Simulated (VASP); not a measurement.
# MgAl16 in VASP: single point with PBE

Aim: the single point of MgAl16 with PBE.

Program: VASP 6.6.1. These are calculated values, not measurements. Logs are shortened: lines on timing, memory, paths and dates and some standing lists are left out, and cuts for length are marked.

### 1 The cell of the first run

The cell holds a slab with vacuum, 17 atoms: a = 8.100 Å, b = 5.728 Å, c = 16.296 Å, α = 90.00°, β = 90.00°, γ = 90.00°.

### 2 Single point, PBE

INCAR

```
PREC = Accurate
ENCUT = 520
EDIFF = 1E-7
ISMEAR = 0
SIGMA = 0.05
LREAL = Auto
LASPH = T
NELM = 60
ALGO = Normal
ISIF = 2
LWAVE = F
LCHARG = T
GGA = PE
LELF = T
LVHAR = T
NBANDS = 39
```

KPOINTS

```
regular mesh
0
Gamma
  2 3 1
```

POSCAR

```
MgAl16
1.0
    8.1000000000      0.0000000000      0.0000000000
    0.0000000000      5.7275650000      0.0000000000
    0.0000000000      0.0000000000     16.2956740000
Al Mg
16 1
Direct
    0.2500000000      0.2499999564      0.0613659797
    0.7500000000      0.2499999564      0.0613659797
    0.2500000000      0.7500000436      0.0613659797
    0.7500000000      0.7500000436      0.0613659797
    0.0027228395     -0.0012188426      0.1381786356
    0.4975654321     -0.0011851459      0.1381877178
    0.0006972840      0.4973218113      0.1379093617
    0.4994958025      0.4973740150      0.1379088708
    0.2504827160      0.2527379436      0.2286705048
    0.7504833333      0.2324130761      0.2273853785
    0.2504649383      0.7448715117      0.2225227382
    0.7504825926      0.7508752847      0.2278596148
    0.0085008642     -0.0109343150      0.3063052808
    0.4927280247     -0.0109928041      0.3062830049
   -0.0138300000      0.4846646001      0.3036350015
    0.5149804938      0.4846539498      0.3036096574
    0.2506487654      0.6292506501      0.3945381455
```

Potentials or basis: VASP PAW PBE potentials, release 64 (Al, Mg).

Command:

```console
cat potpaw_PBE.64/Al/POTCAR potpaw_PBE.64/Mg/POTCAR > POTCAR
mpirun -np 1 vasp_std > vasp.out
```

OUTCAR:

```text
PREC = Accurate
   ENCUT = 520
   EDIFF = 1E-7
   ISMEAR = 0
   LREAL = Auto
   LASPH = T
   NELM = 60
   ISIF = 2
   GGA = PE

 ion  position               nearest neighbor table
   1  0.250  0.250  0.061-   9 2.73   7 2.76   8 2.77   5 2.77   6 2.77   3 2.86   3 2.86
   2  0.750  0.250  0.061-  10 2.71   8 2.77   7 2.77   6 2.80   5 2.80   4 2.86   4 2.86
   3  0.250  0.750  0.061-  11 2.63   5 2.76   6 2.76   7 2.78   8 2.78   1 2.86   1 2.86
   4  0.750  0.750  0.061-  12 2.71   8 2.79   7 2.79   6 2.79   5 2.79   2 2.86   2 2.86
   5  0.003  0.999  0.138-  13 2.74   3 2.76   1 2.77   4 2.79   2 2.80  11 2.83  10 2.84   7 2.86
                             7 2.87   9 2.88  12 2.89
   6  0.498  0.999  0.138-  14 2.74   3 2.76   1 2.77   4 2.79   2 2.80  11 2.83  10 2.85   8 2.86
                             8 2.87   9 2.88  12 2.89
   7  0.001  0.497  0.138-  15 2.70   1 2.76   2 2.77   3 2.78   4 2.79  11 2.83   5 2.86   9 2.87
                             5 2.87  12 2.89  10 2.92
   8  0.499  0.497  0.138-  16 2.70   1 2.77   2 2.77   3 2.78   4 2.79  11 2.82   6 2.86   9 2.87
                             6 2.87  12 2.90  10 2.93
   9  0.250  0.253  0.229-   1 2.73  13 2.78  14 2.78  15 2.80  16 2.80  11 2.82   8 2.87   7 2.87
                             6 2.88   5 2.88  11 2.91  17 3.46
  10  0.750  0.232  0.227-  16 2.70  15 2.70   2 2.71  12 2.76  14 2.82  13 2.82   5 2.84   6 2.85
                             7 2.92   8 2.93  12 2.97
  11  0.250  0.745  0.223-   3 2.63  13 2.77  14 2.77   9 2.82   8 2.82   7 2.83   6 2.83   5 2.83
                            17 2.88   9 2.91  15 2.92  16 2.93
  12  0.750  0.751  0.228-   4 2.71  16 2.74  15 2.74  10 2.76  14 2.80  13 2.80   5 2.89   6 2.89
                             7 2.89   8 2.90  10 2.97
  13  0.009  0.989  0.306-   5 2.74  11 2.77   9 2.78  12 2.80  10 2.82  15 2.84  15 2.89  17 3.19

  14  0.493  0.989  0.306-   6 2.74  11 2.77   9 2.78  12 2.80  10 2.82  16 2.84  16 2.89  17 3.19

  15  0.986  0.485  0.304-  10 2.70   7 2.70  17 2.73  12 2.74   9 2.80  13 2.84  13 2.89  11 2.92

  16  0.515  0.485  0.304-  10 2.70   8 2.70  17 2.73  12 2.74   9 2.80  14 2.84  14 2.89  11 2.93

  17  0.251  0.629  0.395-  16 2.73  15 2.73  11 2.88  14 3.19  13 3.19   9 3.46

  LATTYP: Found a simple orthorhombic cell.
 ALAT       =     5.7275650000
 B/A-ratio  =     1.4142135445
 C/A-ratio  =     2.8451312207

  Lattice vectors:

 A1 = (   0.0000000000,  -5.7275650000,   0.0000000000)
 A2 = (   8.1000000000,   0.0000000000,   0.0000000000)
 A3 = (   0.0000000000,   0.0000000000,  16.2956740000)

Analysis of symmetry for initial positions (statically):
=====================================================================
 Subroutine PRICEL returns:
 Original cell was already a primitive cell.

 Routine SETGRP: Setting up the symmetry group for a
 simple orthorhombic supercell.

 Subroutine GETGRP returns: Found  1 space group operations
[... 138 lines left out ...]
   NUPDOWN=      -1.0000    fix difference up-down
   EMIN   =  10.00;   EMAX   =-10.00  energy-range for DOS
   EFERMI =   0.00;   METHOD = LEGACY
   ISMEAR =     0;   SIGMA  =   0.05  broadening in eV -4-tet -1-fermi 0-gaus
   EFERMI_NEDOS =   21; number of points for ismear=-14 and -15
   IALGO  =     38    algorithm
   IMIX   =      4    mixing-type and parameters
     AMIX     =   0.40;   BMIX     =  1.00
     AMIX_MAG =   1.60;   BMIX_MAG =  1.00
  volume/ion in A,a.u.               =      44.47       300.11
  Fermi-wavevector in a.u.,A,eV,Ry     =   0.662047  1.251088  5.963524  0.438307
  Thomas-Fermi vector in A             =   1.734996
   LORBIT       =      0    0 simple, 1 ext, 2 COOP (PROOUT), +10 PAW based schemes
   GGA     = PE    functional components
   LHFCALC =     F    Hartree Fock is set to
   AEXX    =    0.0000 exact exchange contribution
   IVDW    =     0    specifies the selected vdW correction
   LEPSILON=     F    determine dielectric tensor
   LRPA    =     F    only Hartree local field effects (RPA)
 non-spin polarized calculation
 Gauss-broadening in eV      SIGMA  =   0.05
  energy-cutoff  :      520.00
  volume of cell :      756.01
 maximum number of plane-waves:     20376
   NGX = 31   NGY = 21   NGZ = 61

 number of electron      50.0000000 magnetization

 Free energy of the ion-electron system (eV)
  ---------------------------------------------------
  ext. energy  EPLUGINS =         0.00000000
  ---------------------------------------------------
  free energy    TOTEN  =       -55.80787114 eV

  energy without entropy =      -55.79509258  energy(sigma->0) =      -55.80148186

 E-fermi :   0.5249     XC(G=0):  -4.9806

 val. band max:        0.4979606707   @ k =   0.5000   0.0000   0.0000
 cond. band min:       0.5291446030   @ k =   0.0000   0.0000   0.0000
 fundamental gap:      0.0311839323
 Fermi energy:         0.5248803443

 k-point     1 :       0.0000    0.0000    0.0000
  band No.  band energies     occupation
      1      -9.7322      2.00000
      2      -7.5518      2.00000
      3      -7.5098      2.00000
      4      -7.2942      2.00000
      5      -5.3397      2.00000
      6      -5.3101      2.00000
[... 149 lines left out ...]
     36       3.0674      0.00000
     37       3.0783      0.00000
 [bands above 37 left out]

------------------------ aborting loop because EDIFF is reached ----------------------------------------

  FORCE on cell =-STRESS in cart. coord.  units (eV):
  Direction    XX          YY          ZZ          XY          YZ          ZX
  --------------------------------------------------------------------------------------
  -------------------------------------------------------------------------------------
  Total        5.6497668     -5.7833712     -0.2374526     -0.0050424      0.7327156     -0.0319178
  in kB       11.9732963    -12.2564382     -0.5032225     -0.0106862      1.5528111     -0.0676419
  external PRESSURE =      -0.2621214 kB  Pullay stress =       0.0000000 kB

 VOLUME and BASIS-vectors are now :
 -----------------------------------------------------------------------------
  energy-cutoff  :      520.00
  volume of cell :      756.01
      direct lattice vectors                 reciprocal lattice vectors
     8.100000000  0.000000000  0.000000000     0.123456790  0.000000000  0.000000000
     0.000000000  5.727565000  0.000000000     0.000000000  0.174594265  0.000000000
     0.000000000  0.000000000 16.295674000     0.000000000  0.000000000  0.061365980

 POSITION                                       TOTAL-FORCE (eV/Angst)
 -----------------------------------------------------------------------------------
      2.02500      1.43189      1.00000         0.001802      0.110372      0.107714
      6.07500      1.43189      1.00000         0.001662     -0.029767      0.068769
      2.02500      4.29567      1.00000         0.000694     -0.147535     -0.237902
      6.07500      4.29567      1.00000         0.001948     -0.009984      0.083179
      0.02205      5.72058      2.25171        -0.010375     -0.004837      0.016874
      4.03028      5.72078      2.25186         0.009974     -0.004319      0.015774
[... 9 lines left out ...]
      4.17134      2.77589      4.94752         0.009049     -0.030085      0.017108
      2.03025      3.60407      6.42926        -0.001205      0.242135     -0.039439
 -----------------------------------------------------------------------------------
    total drift:                                0.001606      0.002748      0.006708

  FREE ENERGIE OF THE ION-ELECTRON SYSTEM (eV)
  ---------------------------------------------------
  free  energy   TOTEN  =       -55.8078711430 eV

  energy  without entropy=      -55.7950925759  energy(sigma->0) =      -55.80148186
```

OSZICAR:

```text
N       E                     dE             d eps       ncg     rms          rms(c)
DAV:   1     0.152452855351E+03    0.15245E+03   -0.14815E+04   312   0.905E+02
DAV:   2    -0.485492500479E+02   -0.20100E+03   -0.18831E+03   394   0.149E+02
DAV:   3    -0.603084752759E+02   -0.11759E+02   -0.11418E+02   392   0.344E+01
[... 17 lines left out ...]
DAV:  21    -0.558078702043E+02   -0.55017E-05   -0.56843E-07   353   0.168E-03    0.376E-04
DAV:  22    -0.558078708335E+02   -0.62925E-06   -0.50768E-08   289   0.564E-04    0.150E-04
DAV:  23    -0.558078710021E+02   -0.16852E-06   -0.49110E-08   267   0.487E-04    0.105E-04
DAV:  24    -0.558078711361E+02   -0.13400E-06   -0.17484E-08   275   0.327E-04    0.114E-04
DAV:  25    -0.558078711430E+02   -0.69435E-08   -0.41504E-09   272   0.196E-04
   1 F= -.55807871E+02 E0= -.55801482E+02  d E =-.127786E-01
```

stdout:

```text
POSCAR found type information on POSCAR AlMg
 POSCAR found :  2 types and      17 ions
 scaLAPACK will be used
 LDA part: xc-table for (Slater+PW92), standard interpolation
 POSCAR, INCAR and KPOINTS ok, starting setup
 FFT: planning ... GRIDC
 FFT: planning ... GRID_SOFT
 FFT: planning ... GRID
 WAVECAR not read
 entering main loop
```

It took 5.4 min on 1 thread of Intel Xeon Platinum 8488C (Sapphire Rapids), shared host; peak memory 0.69 GiB.

Results:

- Free energy: -55.8079 eV
- Largest force: 0.280 eV/Å
- Band gap on the k mesh: zero (bands 25 and 26 overlap by 0.33 eV)

Forces on the atoms (eV/Å):
```
Al   0.002  0.110  0.108
Al   0.002 -0.030  0.069
Al   0.001 -0.148 -0.238
Al   0.002 -0.010  0.083
Al  -0.010 -0.005  0.017
Al   0.010 -0.004  0.016
Al  -0.020  0.004  0.008
Al   0.021  0.003  0.008
Al  -0.001  0.000 -0.022
Al  -0.001 -0.018 -0.009
Al  -0.002  0.008 -0.034
Al   0.000 -0.035 -0.004
Al   0.002 -0.030  0.003
Al  -0.003 -0.029  0.003
Al  -0.011 -0.029  0.015
Al   0.009 -0.030  0.017
Mg  -0.001  0.242 -0.039
```

Caveat: the k points lie up to 0.39 Å⁻¹ apart.
